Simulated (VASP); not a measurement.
# SiO2 (I4/mmm) in VASP: further runs

The runs below take SiO2 through relaxation of cell and atoms, single point, with PBEsol, BLYP+D3(BJ), LDA.

Everything below comes from runs of VASP 6.6.1. Logs are shortened: lines on timing, memory, paths and dates and some standing lists are left out, and cuts for length are marked.

### 1 The cell of the first run

Symmetry: I4/mmm, No. 139, tetragonal system. Conventional cell: a = 8.944 Å, b = 8.944 Å, c = 5.224 Å, α = 90.00°, β = 90.00°, γ = 90.00°. Si (site symmetry m2m) has 4 O at 1.60 to 1.61 Å within 2.1 Å. Within 2.1 Å of O (site symmetry m2m) lie 2 Si at 1.61 Å. Within 2.1 Å of O (site symmetry 2/m) lie 2 Si at 1.60 Å.

### 2 Relaxation of cell and atoms, PBEsol

INCAR reads:

```
SYSTEM = SiO2
PREC = Accurate
ENCUT = 600
EDIFF = 1E-6
ISMEAR = -1
SIGMA = 0.05
LREAL = .FALSE.
LASPH = .TRUE.
NELM = 80
ALGO = Normal
ISIF = 3
LWAVE = .FALSE.
LCHARG = .FALSE.
GGA = PS
IBRION = 2
NSW = 60
EDIFFG = -0.01
```

KPOINTS reads:

```
Automatic mesh
0
G
  6 6 6
  0 0 0
```

POSCAR reads:

```
SiO2
1.0
   -4.4720405200      4.4720405200      2.6117703500
    4.4720405200     -4.4720405200      2.6117703500
    4.4720405200      4.4720405200     -2.6117703500
Si O
4 8
Direct
    0.8231114200      0.8231114200      0.6462228400
    0.1768885800      0.8231114200      0.0000000000
    0.8231114200      0.1768885800      0.0000000000
    0.1768885800      0.1768885800      0.3537771600
    0.0000000000      0.7914513400      0.7914513400
    0.2085486600      0.0000000000      0.2085486600
    0.7914513400      0.0000000000      0.7914513400
    0.0000000000      0.2085486600      0.2085486600
    0.0000000000      0.0000000000      0.5000000000
    0.5000000000      0.0000000000      0.0000000000
    0.0000000000      0.5000000000      0.0000000000
    0.5000000000      0.5000000000      0.5000000000
```

Potentials or basis: VASP PAW PBE potentials, release 64 (Si, O).

Started as:

```console
cat potpaw_PBE.64/Si/POTCAR potpaw_PBE.64/O/POTCAR > POTCAR
mpirun -np 1 vasp_std > vasp.out
```

OUTCAR:

```text
SYSTEM = SiO2
   PREC = Accurate
   ENCUT = 600
   EDIFF = 1E-6
   ISMEAR = -1
   LREAL = .FALSE.
   LASPH = .TRUE.
   NELM = 80
   ISIF = 3
   GGA = PS
   IBRION = 2
   NSW = 60
   EDIFFG = -0.01

 ion  position               nearest neighbor table
   1  0.823  0.823  0.646-   9 1.60  12 1.60   5 1.61   7 1.61
   2  0.177  0.823  0.000-  10 1.60  11 1.60   5 1.61   6 1.61
   3  0.823  0.177  0.000-  11 1.60  10 1.60   7 1.61   8 1.61
   4  0.177  0.177  0.354-  12 1.60   9 1.60   6 1.61   8 1.61
   5  0.000  0.791  0.791-   1 1.61   2 1.61
   6  0.209  0.000  0.209-   2 1.61   4 1.61
   7  0.791  0.000  0.791-   1 1.61   3 1.61
   8  0.000  0.209  0.209-   3 1.61   4 1.61
   9  0.000  0.000  0.500-   1 1.60   4 1.60
  10  0.500  0.000  0.000-   2 1.60   3 1.60
  11  0.000  0.500  0.000-   3 1.60   2 1.60
  12  0.500  0.500  0.500-   4 1.60   1 1.60

  LATTYP: Found a body centered tetragonal cell.
 ALAT       =     8.9440810400
 C/A-ratio  =     0.5840220674

  Lattice vectors:

 A1 = (  -4.4720405200,   4.4720405200,   2.6117703500)
 A2 = (   4.4720405200,  -4.4720405200,   2.6117703500)
 A3 = (   4.4720405200,   4.4720405200,  -2.6117703500)

Analysis of symmetry for initial positions (statically):
=====================================================================
 Subroutine PRICEL returns:
 Original cell was already a primitive cell.

 Routine SETGRP: Setting up the symmetry group for a
 body centered tetragonal supercell.

 Subroutine GETGRP returns: Found 16 space group operations
 (whereof 16 operations were pure point group operations)
 out of a pool of 16 trial point group operations.

The static configuration has the point symmetry D_4h.

Analysis of symmetry for dynamics (positions and initial velocities):
=====================================================================
 Subroutine PRICEL returns:
 Original cell was already a primitive cell.

 Routine SETGRP: Setting up the symmetry group for a
 body centered tetragonal supercell.

 Subroutine GETGRP returns: Found 16 space group operations
 (whereof 16 operations were pure point group operations)
 out of a pool of 16 trial point group operations.

The dynamic configuration has the point symmetry D_4h.

 Subroutine INISYM returns: Found 16 space group operations
 (whereof 16 operations are pure point group operations),
 and found     1 'primitive' translations

----------------------------------------------------------------------------------------

                                     Primitive cell

  volume of cell :     208.9327

  direct lattice vectors                    reciprocal lattice vectors
    -4.472040520  4.472040520  2.611770350     0.000000000  0.111805785  0.191441028
     4.472040520 -4.472040520  2.611770350     0.111805785  0.000000000  0.191441028
     4.472040520  4.472040520 -2.611770350     0.111805785  0.111805785  0.000000000

[... 92 lines left out ...]
   NGXF,Y,Z  is equivalent  to a cutoff of  27.21, 27.21, 27.21 a.u.
 SYSTEM =  SiO2
   PREC   = accura    normal or accurate (medium, high low for compatibility)
   ISTART =      0    job   : 0-new  1-cont  2-samecut
   ICHARG =      2    charge: 1-file 2-atom 10-const
   ISPIN  =      1    spin polarized calculation?
   LNONCOLLINEAR =      F non collinear calculations
   LSORBIT =      F    spin-orbit coupling
   LASPH  =      T    aspherical Exc in radial PAW
   ENCUT  =  600.0 eV  44.10 Ry    6.64 a.u.  13.67 13.67 13.67*2*pi/ulx,y,z
   NELM   =     80;   NELMIN=  2; NELMDL= -5     # of ELM steps
   EDIFF  = 0.1E-05   stopping-criterion for ELM
   LREAL  =      F    real-space projection
   EDIFFG = -.1E-01   stopping-criterion for IOM
   NSW    =     60    number of steps for IOM
   IBRION =      2    ionic relax: 0-MD 1-quasi-New 2-CG
   NFREE  =      1    steps in history (QN), initial steepest desc. (CG)
   ISIF   =      3    stress and relaxation
   ISYM   =      2    0-nonsym 1-usesym 2-fastsym
   POTIM  = 0.5000    time-step for ionic-motion
   TEBEG  =    0.0;   TEEND  =   0.0 temperature during run
   PSTRESS=    0.0 pullay stress
   NELECT =      64.0000    total number of electrons
   NUPDOWN=      -1.0000    fix difference up-down
   EMIN   =  10.00;   EMAX   =-10.00  energy-range for DOS
   EFERMI =   0.00;   METHOD = LEGACY
   ISMEAR =    -1;   SIGMA  =   0.05  broadening in eV -4-tet -1-fermi 0-gaus
   EFERMI_NEDOS =   21; number of points for ismear=-14 and -15
   IALGO  =     38    algorithm
   IMIX   =      4    mixing-type and parameters
     AMIX     =   0.40;   BMIX     =  1.00
     AMIX_MAG =   1.60;   BMIX_MAG =  1.00
  volume/ion in A,a.u.               =      17.41       117.50
  Fermi-wavevector in a.u.,A,eV,Ry     =   1.103569  2.085442 16.570042  1.217864
  Thomas-Fermi vector in A             =   2.240029
   LORBIT       =      0    0 simple, 1 ext, 2 COOP (PROOUT), +10 PAW based schemes
   GGA     = PS    functional components
   LHFCALC =     F    Hartree Fock is set to
   AEXX    =    0.0000 exact exchange contribution
   IVDW    =     0    specifies the selected vdW correction
   LEPSILON=     F    determine dielectric tensor
   LRPA    =     F    only Hartree local field effects (RPA)
 conjugate gradient relaxation of ions
 non-spin polarized calculation
  energy-cutoff  :      600.00
  volume of cell :      208.93
 maximum number of plane-waves:      7006
 NGX is ok and might be reduce to    56
   NGX = 27   NGY = 27   NGZ = 27

--------------------------------------- Ionic step        1  -------------------------------------------

 number of electron      63.9999994 magnetization

 Free energy of the ion-electron system (eV)
  ---------------------------------------------------
  ext. energy  EPLUGINS =         0.00000000
  ---------------------------------------------------
  free energy    TOTEN  =       -98.61075441 eV

  energy without entropy =      -98.61075441  energy(sigma->0) =      -98.61075441

 E-fermi :   0.0261     XC(G=0):  -7.3741

 val. band max:       -1.1328049766   @ k =   0.5000   0.5000   0.5000
 cond. band min:       4.3954436229   @ k =   0.0000   0.0000   0.0000
 fundamental gap:      5.5282485996
 Fermi energy:         0.0261186677

 k-point     1 :       0.0000    0.0000    0.0000
  band No.  band energies     occupation
      1     -20.5534      2.00000
      2     -19.6801      2.00000
      3     -19.1262      2.00000
      4     -19.1262      2.00000
      5     -18.5205      2.00000
      6     -18.4849      2.00000
[... 1320 lines left out ...]
--------------------------------------- Ionic step        8  -------------------------------------------

 number of electron      63.9999995 magnetization

 Free energy of the ion-electron system (eV)
  ---------------------------------------------------
  ext. energy  EPLUGINS =         0.00000000
  ---------------------------------------------------
  free energy    TOTEN  =       -98.63012307 eV

  energy without entropy =      -98.63012307  energy(sigma->0) =      -98.63012307

 E-fermi :  -0.0759     XC(G=0):  -7.3287

 val. band max:       -1.2101797986   @ k =   0.5000   0.5000   0.5000
 cond. band min:       4.2586117779   @ k =   0.0000   0.0000   0.0000
 fundamental gap:      5.4687915766
 Fermi energy:        -0.0758854907

 k-point     1 :       0.0000    0.0000    0.0000
  band No.  band energies     occupation
      1     -20.5590      2.00000
      2     -19.6921      2.00000
      3     -19.1634      2.00000
      4     -19.1634      2.00000
      5     -18.5531      2.00000
      6     -18.5234      2.00000
[... 1038 lines left out ...]
  FREE ENERGIE OF THE ION-ELECTRON SYSTEM (eV)
  ---------------------------------------------------
  free  energy   TOTEN  =       -98.6301230729 eV

  energy  without entropy=      -98.6301230729  energy(sigma->0) =      -98.63012307

 reached required accuracy - stopping structural energy minimisation
```

CONTCAR:

```text
SiO2
   1.00000000000000
    -4.4895136064079146    4.4895136064079146    2.6267211023380370
     4.4895136064079146   -4.4895136064079146    2.6267211023380370
     4.4895136064079146    4.4895136064079146   -2.6267211023380370
  Si              O
     4     8
Direct
     0.8230812834775132    0.8230812834775132    0.6461625669550193
     0.1769187165224939    0.8230812834775132    0.0000000000000000
     0.8230812834775132    0.1769187165224939    0.0000000000000000
     0.1769187165224939    0.1769187165224939    0.3538374330449806
     0.0000000000000000    0.7907018635736009    0.7907018635736009
     0.2092981364263990    0.0000000000000000    0.2092981364263990
     0.7907018635736009    0.0000000000000000    0.7907018635736009
     0.0000000000000000    0.2092981364263990    0.2092981364263990
     0.0000000000000000    0.0000000000000000    0.5000000000000000
     0.5000000000000000    0.0000000000000000    0.0000000000000000
     0.0000000000000000    0.5000000000000000    0.0000000000000000
     0.5000000000000000    0.5000000000000000    0.5000000000000000

  0.00000000E+00  0.00000000E+00  0.00000000E+00
  0.00000000E+00  0.00000000E+00  0.00000000E+00
  0.00000000E+00  0.00000000E+00  0.00000000E+00
  0.00000000E+00  0.00000000E+00  0.00000000E+00
  0.00000000E+00  0.00000000E+00  0.00000000E+00
  0.00000000E+00  0.00000000E+00  0.00000000E+00
  0.00000000E+00  0.00000000E+00  0.00000000E+00
  0.00000000E+00  0.00000000E+00  0.00000000E+00
  0.00000000E+00  0.00000000E+00  0.00000000E+00
  0.00000000E+00  0.00000000E+00  0.00000000E+00
  0.00000000E+00  0.00000000E+00  0.00000000E+00
  0.00000000E+00  0.00000000E+00  0.00000000E+00
```

Run time: 14 min. Hardware: 1 thread of AMD EPYC 9R45 (Zen 5), shared host; peak memory 0.53 GiB.

What came out:

* Free energy: -98.6301 eV
* Relaxed volume: 17.65 Å³/atom
* Relaxed cell: a = 6.871 Å, b = 6.871 Å, c = 6.871 Å, α = 98.40°, β = 98.40°, γ = 135.05°
* Space group after relaxing (to 0.1 Å): I4/mmm (No. 139)
* Energy gained by relaxing: 1.6 meV/atom
* Ionic steps: 8
* Pressure after relaxing: -0.1 GPa
* Largest force after relaxing: 0.007 eV/Å
* Band gap on the k mesh: 5.47 eV

Forces in eV/Å, atoms in the order of the input:
```
Si  -0.005 -0.005  0.000
Si  -0.005  0.005  0.000
Si   0.005 -0.005  0.000
Si   0.005  0.005  0.000
O    0.003  0.000  0.000
O    0.000 -0.003  0.000
O    0.000  0.003  0.000
O   -0.003  0.000  0.000
O    0.000  0.000  0.000
O    0.000  0.000  0.000
O    0.000  0.000  0.000
O    0.000  0.000  0.000
```

Step by step:
```csv
step,energy change (eV),largest force (eV/Å),pressure (GPa),volume (Å³)
1,0.0000,0.1368,2.05,208.93
2,0.0144,0.1145,-2.59,215.73
3,-0.0191,0.0266,-0.02,211.82
4,-0.0191,0.0288,0.02,211.76
5,-0.0192,0.0345,0.01,211.74
6,-0.0192,0.0253,0.01,211.75
7,-0.0193,0.0167,-0.01,211.75
8,-0.0194,0.0070,-0.06,211.77
```

Final structure:
```yaml
crystal:
  lattice:
    - [-4.48951, 4.48951, 2.62672]
    - [4.48951, -4.48951, 2.62672]
    - [4.48951, 4.48951, -2.62672]
  atoms:
    - { symbol: Si, position: [0.82308, 0.82308, 0.64616] }
    - { symbol: Si, position: [0.17692, 0.82308, 0.00000] }
    - { symbol: Si, position: [0.82308, 0.17692, 0.00000] }
    - { symbol: Si, position: [0.17692, 0.17692, 0.35384] }
    - { symbol: O, position: [0.00000, 0.79070, 0.79070] }
    - { symbol: O, position: [0.20930, 0.00000, 0.20930] }
    - { symbol: O, position: [0.79070, 0.00000, 0.79070] }
    - { symbol: O, position: [0.00000, 0.20930, 0.20930] }
    - { symbol: O, position: [0.00000, 0.00000, 0.50000] }
    - { symbol: O, position: [0.50000, 0.00000, 0.00000] }
    - { symbol: O, position: [0.00000, 0.50000, 0.00000] }
    - { symbol: O, position: [0.50000, 0.50000, 0.50000] }
```

Levels at points of the mesh, in eV from the valence-band top:
```tsv
k point	band 28	band 29	band 30	band 31	band 32	band 33	band 34	band 35	band 36	band 37
(0.00, 0.00, 0.00)	-1.37	-0.83	-0.67	-0.01	0.00	5.47	8.37	8.38	8.81	9.10
(0.50, 0.00, 0.00)	-1.13	-1.10	-0.76	-0.58	-0.25	7.60	7.82	8.72	8.73	9.30
(0.50, 0.50, 0.00)	-0.75	-0.45	-0.39	-0.38	-0.24	6.59	7.02	8.54	8.72	9.37
(0.50, 0.50, 0.50)	-1.01	-1.01	-0.18	0.00	0.00	7.53	7.53	7.68	8.22	8.56
```

Caveat: the PAW data sets were made with another functional, which shifts forces and pressure a little. A k mesh can miss the band edges.

[end of part 1 of 2]
